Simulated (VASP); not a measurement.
# Sn3P2 (P-3m1) in VASP: single point with r2SCAN

Aim: the single point of Sn3P2 with r2SCAN.

All numbers are computed with VASP 6.6.1; they aren't measurements. Logs are shortened: lines on timing, memory, paths and dates and some standing lists are left out, and cuts for length are marked.

## Step 1: The cell of the first run

It takes space group P-3m1 (No. 164, trigonal). Conventional cell: a = 4.897 Å, b = 4.897 Å, c = 5.834 Å, α = 90.00°, β = 90.00°, γ = 120.00°. Within 4.1 Å of Sn (site symmetry -3m) lie 6 P at 3.13 Å and 6 Sn at 3.30 Å. Sn (site symmetry 3m) has 5 P at 2.78 to 3.05 Å and 6 Sn at 3.30 to 3.73 Å within 3.8 Å. Within 3.7 Å of P (site symmetry 3m) lie 8 Sn at 2.78 to 3.13 Å.

## Step 2: Single point, r2SCAN

POSCAR reads:

```
Sn3P2
1.0
    4.8974122819      0.0000000000      0.0000000000
   -2.4487061409      4.2412834490      0.0000000000
    0.0000000000      0.0000000000      5.8339534449
Sn P
3 2
Direct
    0.0000000000      0.0000000000      0.0000000000
    0.3333333333      0.6666666667      0.7090466910
    0.6666666667      0.3333333333      0.2909533090
    0.3333333333      0.6666666667      0.2317299460
    0.6666666667      0.3333333333      0.7682700540
```

INCAR.step1 reads:

```
SYSTEM = Sn3P2
ALGO = Normal ; EDIFF = 1E-4
ENCUT = 520 ; GGA = PE
ISMEAR = 0 ; LASPH = .TRUE.
LCHARG = .FALSE. ; LREAL = .FALSE.
LWAVE = .TRUE. ; NBANDS = 34
NELM = 80 ; PREC = Accurate
SIGMA = 0.1
```

INCAR.step2 reads:

```
SYSTEM = Sn3P2
ALGO = Normal ; EDIFF = 1E-7
ENCUT = 520 ; ISIF = 2
ISMEAR = 0 ; ISTART = 1
LASPH = .TRUE. ; LCHARG = .TRUE.
LELF = .TRUE. ; LMIXTAU = .TRUE.
LREAL = .FALSE. ; LVHAR = .TRUE.
LWAVE = .FALSE. ; METAGGA = R2SCAN
NBANDS = 34 ; NELM = 80
PREC = Accurate ; SIGMA = 0.1
```

KPOINTS reads:

```
k-points
0
G
  9 9 6
  0 0 0
```

Potentials or basis: VASP PAW PBE potentials, release 64 (Sn_d, P).

Started as:

```
$ cat potpaw_PBE.64/Sn_d/POTCAR potpaw_PBE.64/P/POTCAR > POTCAR
$ cp INCAR.step1 INCAR
$ mpirun -np 1 vasp_std > vasp.out
$ cp INCAR.step2 INCAR
$ mpirun -np 1 vasp_std > vasp.out
```

OUTCAR:

```text
SYSTEM = Sn3P2
   EDIFF = 1E-7
   ENCUT = 520
   ISIF = 2
   ISMEAR = 0
   ISTART = 1
   LASPH = .TRUE.
   LREAL = .FALSE.
   METAGGA = R2SCAN
   NELM = 80
   PREC = Accurate

 ion  position               nearest neighbor table
   1  0.000  0.000  0.000-   4 3.13   5 3.13   5 3.13   4 3.13   5 3.13   4 3.13   2 3.30   3 3.30
                             2 3.30   3 3.30   3 3.30   2 3.30
   2  0.333  0.667  0.709-   4 2.78   5 2.85   5 2.85   5 2.85   4 3.05   1 3.30   1 3.30   1 3.30
                             3 3.73   3 3.73   3 3.73
   3  0.667  0.333  0.291-   5 2.78   4 2.85   4 2.85   4 2.85   5 3.05   1 3.30   1 3.30   1 3.30
                             2 3.73   2 3.73   2 3.73
   4  0.333  0.667  0.232-   2 2.78   3 2.85   3 2.85   3 2.85   2 3.05   1 3.13   1 3.13   1 3.13

   5  0.667  0.333  0.768-   3 2.78   2 2.85   2 2.85   2 2.85   3 3.05   1 3.13   1 3.13   1 3.13

  LATTYP: Found a hexagonal cell.
 ALAT       =     4.8974122819
 C/A-ratio  =     1.1912318402

  Lattice vectors:

 A1 = (   4.8974122819,   0.0000000000,   0.0000000000)
 A2 = (  -2.4487061409,   4.2412834490,   0.0000000000)
 A3 = (   0.0000000000,   0.0000000000,   5.8339534449)

Analysis of symmetry for initial positions (statically):
=====================================================================
 Subroutine PRICEL returns:
 Original cell was already a primitive cell.

 Routine SETGRP: Setting up the symmetry group for a
 hexagonal supercell.

 Subroutine GETGRP returns: Found 12 space group operations
 (whereof 12 operations were pure point group operations)
 out of a pool of 24 trial point group operations.

The static configuration has the point symmetry D_3d.

Analysis of symmetry for dynamics (positions and initial velocities):
=====================================================================
 Subroutine PRICEL returns:
 Original cell was already a primitive cell.

 Routine SETGRP: Setting up the symmetry group for a
 hexagonal supercell.

 Subroutine GETGRP returns: Found 12 space group operations
 (whereof 12 operations were pure point group operations)
 out of a pool of 24 trial point group operations.

The dynamic configuration has the point symmetry D_3d.

 Subroutine INISYM returns: Found 12 space group operations
 (whereof 12 operations are pure point group operations),
 and found     1 'primitive' translations

----------------------------------------------------------------------------------------

                                     Primitive cell

  volume of cell :     121.1789

  direct lattice vectors                    reciprocal lattice vectors
     4.897412282  0.000000000  0.000000000     0.204189466  0.117888843  0.000000000
    -2.448706141  4.241283449  0.000000000     0.000000000  0.235777687  0.000000000
     0.000000000  0.000000000  5.833953445     0.000000000  0.000000000  0.171410350

  length of vectors
     4.897412282  4.897412282  5.833953445     0.235777687  0.235777687  0.171410350

  position of ions in fractional coordinates (direct lattice)
     0.000000000  0.000000000  0.000000000
     0.333333333  0.666666667  0.709046691
     0.666666667  0.333333333  0.290953309
     0.333333333  0.666666667  0.231729946
     0.666666667  0.333333333  0.768270054

  ion indices of the primitive-cell ions
   primitive index   ion index
                 1           1
                 2           2
                 3           3
                 4           4
                 5           5

----------------------------------------------------------------------------------------

 KPOINTS: k-points

Automatic generation of k-mesh.
 Grid dimensions read from file:
 generate k-points for:    9    9    6

 Generating k-lattice:

  Cartesian coordinates                     Fractional coordinates (reciprocal lattice)
     0.022687718  0.013098760  0.000000000     0.111111111  0.000000000  0.000000000
     0.000000000  0.026197521  0.000000000     0.000000000  0.111111111  0.000000000
     0.000000000  0.000000000  0.028568392     0.000000000  0.000000000  0.166666667

  Length of vectors
     0.026197521  0.026197521  0.028568392

  Shift w.r.t. Gamma in fractional coordinates (k-lattice)
     0.000000000  0.000000000  0.000000000

 Subroutine IBZKPT returns following result:
 ===========================================

 Found     62 irreducible k-points:

 Following reciprocal coordinates:
            Coordinates               Weight
  0.000000  0.000000  0.000000      1.000000
  0.111111  0.000000  0.000000      6.000000
  0.222222  0.000000  0.000000      6.000000
  0.333333 -0.000000  0.000000      6.000000
  0.444444  0.000000  0.000000      6.000000
  0.111111  0.111111  0.000000      6.000000
[... 16 lines left out ...]
  0.222222  0.111111  0.166667     12.000000
 -0.111111  0.333333  0.166667     12.000000
 [... further k-points ...]
   k-points           NKPTS =     62   k-points in BZ     NKDIM =     62   number of bands    NBANDS=     34
   number of dos      NEDOS =    301   number of ions     NIONS =      5
   total plane-waves  NPLWV =  62208
   dimension x,y,z NGX =    36 NGY =   36 NGZ =   48
   dimension x,y,z NGXF=    72 NGYF=   72 NGZF=   96
   ions per type =               3   2
   NGX,Y,Z   is equivalent  to a cutoff of  12.22, 12.22, 13.68 a.u.
   NGXF,Y,Z  is equivalent  to a cutoff of  24.44, 24.44, 27.36 a.u.
 SYSTEM =  Sn3P2
   PREC   = accura    normal or accurate (medium, high low for compatibility)
   ISTART =      1    job   : 0-new  1-cont  2-samecut
   ICHARG =      0    charge: 1-file 2-atom 10-const
   ISPIN  =      1    spin polarized calculation?
   LNONCOLLINEAR =      F non collinear calculations
   LSORBIT =      F    spin-orbit coupling
   LASPH  =      T    aspherical Exc in radial PAW
   ENCUT  =  520.0 eV  38.22 Ry    6.18 a.u.   9.11  9.11 10.85*2*pi/ulx,y,z
   NELM   =     80;   NELMIN=  2; NELMDL=  0     # of ELM steps
   EDIFF  = 0.1E-06   stopping-criterion for ELM
   LREAL  =      F    real-space projection
   EDIFFG = 0.1E-05   stopping-criterion for IOM
   NSW    =      0    number of steps for IOM
   IBRION =     -1    ionic relax: 0-MD 1-quasi-New 2-CG
   NFREE  =      0    steps in history (QN), initial steepest desc. (CG)
   ISIF   =      2    stress and relaxation
   ISYM   =      2    0-nonsym 1-usesym 2-fastsym
   POTIM  = 0.5000    time-step for ionic-motion
   TEBEG  =    0.0;   TEEND  =   0.0 temperature during run
   PSTRESS=    0.0 pullay stress
   NELECT =      52.0000    total number of electrons
   NUPDOWN=      -1.0000    fix difference up-down
   EMIN   =  10.00;   EMAX   =-10.00  energy-range for DOS
   EFERMI =   0.00;   METHOD = LEGACY
   ISMEAR =     0;   SIGMA  =   0.10  broadening in eV -4-tet -1-fermi 0-gaus
   EFERMI_NEDOS =   21; number of points for ismear=-14 and -15
   IALGO  =     38    algorithm
   IMIX   =      4    mixing-type and parameters
     AMIX     =   0.40;   BMIX     =  1.00
     AMIX_MAG =   1.60;   BMIX_MAG =  1.00
  volume/ion in A,a.u.               =      24.24       163.55
  Fermi-wavevector in a.u.,A,eV,Ry     =   1.234810  2.333453 20.745577  1.524757
  Thomas-Fermi vector in A             =   2.369485
   LORBIT       =      0    0 simple, 1 ext, 2 COOP (PROOUT), +10 PAW based schemes
   METAGGA = R2SCAN    functional components
   LHFCALC =     F    Hartree Fock is set to
   AEXX    =    0.0000 exact exchange contribution
   IVDW    =     0    specifies the selected vdW correction
   LEPSILON=     F    determine dielectric tensor
   LRPA    =     F    only Hartree local field effects (RPA)
 non-spin polarized calculation
 Gauss-broadening in eV      SIGMA  =   0.10
  energy-cutoff  :      520.00
  volume of cell :      121.18
 maximum number of plane-waves:      3282
   NGX = 19   NGY = 19   NGZ = 21

 number of electron      51.9999987 magnetization

 Free energy of the ion-electron system (eV)
  ---------------------------------------------------
  ext. energy  EPLUGINS =         0.00000000
  ---------------------------------------------------
  free energy    TOTEN  =       -90.75733652 eV

  energy without entropy =      -90.74659592  energy(sigma->0) =      -90.75196622

 E-fermi :   7.4348     XC(G=0): -10.8040

 val. band max:        7.4328034137   @ k =   0.3333  -0.0000   0.5000
 cond. band min:       7.4418885988   @ k =   0.2222   0.0000   0.5000
 fundamental gap:      0.0090851852
 Fermi energy:         7.4347500338

 k-point     1 :       0.0000    0.0000    0.0000
  band No.  band energies     occupation
      1     -15.0572      2.00000
      2     -15.0572      2.00000
      3     -14.9888      2.00000
      4     -14.9888      2.00000
      5     -14.9819      2.00000
      6     -14.9569      2.00000
[... 26 lines left out ...]
     33      11.9998      0.00000
     34      12.3298      0.00000

 k-point     2 :       0.1111    0.0000    0.0000
  band No.  band energies     occupation
      1     -15.0553      2.00000
      2     -15.0509      2.00000
      3     -14.9925      2.00000
      4     -14.9863      2.00000
      5     -14.9814      2.00000
      6     -14.9508      2.00000
[... 26 lines left out ...]
     33      11.4099      0.00000
     34      12.5387      0.00000

 k-point     3 :       0.2222    0.0000    0.0000
  band No.  band energies     occupation
      1     -15.0500      2.00000
      2     -15.0341      2.00000
      3     -14.9990      2.00000
      4     -14.9793      2.00000
      5     -14.9790      2.00000
      6     -14.9385      2.00000
[... 26 lines left out ...]
     33      12.2253      0.00000
     34      12.7924      0.00000

 k-point     4 :       0.3333   -0.0000    0.0000
  band No.  band energies     occupation
      1     -15.0433      2.00000
      2     -15.0154      2.00000
      3     -15.0019      2.00000
      4     -14.9751      2.00000
      5     -14.9693      2.00000
      6     -14.9276      2.00000
[... 26 lines left out ...]
     33      12.8751      0.00000
     34      12.9217      0.00000

 k-point     5 :       0.4444    0.0000    0.0000
  band No.  band energies     occupation
      1     -15.0383      2.00000
      2     -15.0119      2.00000
      3     -14.9942      2.00000
      4     -14.9704      2.00000
      5     -14.9605      2.00000
      6     -14.9316      2.00000
[... 621 lines left out ...]
 k-point    22 :       0.1111    0.1111    0.1667
  band No.  band energies     occupation
      1     -15.0514      2.00000
      2     -15.0362      2.00000
      3     -14.9963      2.00000
      4     -14.9855      2.00000
      5     -14.9783      2.00000
      6     -14.9408      2.00000
[... 26 lines left out ...]
     33      11.6684      0.00000
     34      12.4995      0.00000

 k-point    23 :       0.2222    0.1111    0.1667
  band No.  band energies     occupation
      1     -15.0488      2.00000
      2     -15.0189      2.00000
      3     -14.9962      2.00000
      4     -14.9853      2.00000
      5     -14.9709      2.00000
      6     -14.9341      2.00000
[... 26 lines left out ...]
     33      12.3419      0.00000
     34      12.9989      0.00000

 k-point    24 :      -0.1111    0.3333    0.1667
  band No.  band energies     occupation
      1     -15.0422      2.00000
      2     -15.0231      2.00000
      3     -15.0003      2.00000
      4     -14.9808      2.00000
      5     -14.9693      2.00000
      6     -14.9335      2.00000
[... 26 lines left out ...]
     33      11.7687      0.00000
     34      12.8630      0.00000

 [... further k-points ...]
[... 5 lines left out ...]
  --------------------------------------------------------------------------------------
  -------------------------------------------------------------------------------------
  Total       -0.0154615     -0.0154615      0.0059799     -0.0000000      0.0000000     -0.0000000
  in kB       -0.2044259     -0.2044259      0.0790638     -0.0000000      0.0000000     -0.0000000
  external PRESSURE =      -0.1099293 kB  Pullay stress =       0.0000000 kB

 VOLUME and BASIS-vectors are now :
 -----------------------------------------------------------------------------
  energy-cutoff  :      520.00
  volume of cell :      121.18
      direct lattice vectors                 reciprocal lattice vectors
     4.897412282  0.000000000  0.000000000     0.204189466  0.117888843  0.000000000
    -2.448706141  4.241283449  0.000000000     0.000000000  0.235777687  0.000000000
     0.000000000  0.000000000  5.833953445     0.000000000  0.000000000  0.171410350

 POSITION                                       TOTAL-FORCE (eV/Angst)
 -----------------------------------------------------------------------------------
      0.00000      0.00000      0.00000         0.000000      0.000000      0.000000
     -0.00000      2.82752      4.13655        -0.000000      0.000000      0.002074
      2.44871      1.41376      1.69741         0.000000     -0.000000     -0.002074
     -0.00000      2.82752      1.35190         0.000000     -0.000000      0.012934
      2.44871      1.41376      4.48205        -0.000000      0.000000     -0.012934
 -----------------------------------------------------------------------------------
    total drift:                                0.000000      0.000000     -0.000000

  FREE ENERGIE OF THE ION-ELECTRON SYSTEM (eV)
  ---------------------------------------------------
  free  energy   TOTEN  =       -90.7573365150 eV

  energy  without entropy=      -90.7465959167  energy(sigma->0) =      -90.75196622
```

Run time: 11 min. Hardware: 1 thread of Intel Xeon Platinum 8259CL at 2.50GHz (Skylake/Cascade Lake), shared host; peak memory 0.38 GiB.

Results:

- Free energy: -90.7573 eV
- Pressure: 0.0 GPa
- Largest force: 0.013 eV/Å
- Band gap on the k mesh: zero (bands 26 and 27 overlap by 2.63 eV)

Forces in eV/Å, atoms in the order of the input:
```
Sn   0.000  0.000  0.000
Sn   0.000  0.000  0.002
Sn   0.000  0.000 -0.002
P    0.000  0.000  0.013
P    0.000  0.000 -0.013
```

Levels at points of the mesh, in eV from the Fermi level:
| k point | band 23 | band 24 | band 25 | band 26 | band 27 | band 28 | band 29 | band 30 |
| --- | --- | --- | --- | --- | --- | --- | --- | --- |
| (0.00, 0.00, 0.00) | -2.68 | -2.68 | -2.00 | -1.89 | -0.98 | -0.98 | 1.90 | 2.15 |
| (0.00, 0.00, 0.50) | -3.02 | -3.02 | -2.02 | -1.61 | -1.61 | -1.07 | 0.93 | 0.93 |

Caveat: the PAW data sets were made with another functional, which shifts forces and pressure a little; spin-orbit coupling is left out, which moves the levels of the heavy elements.
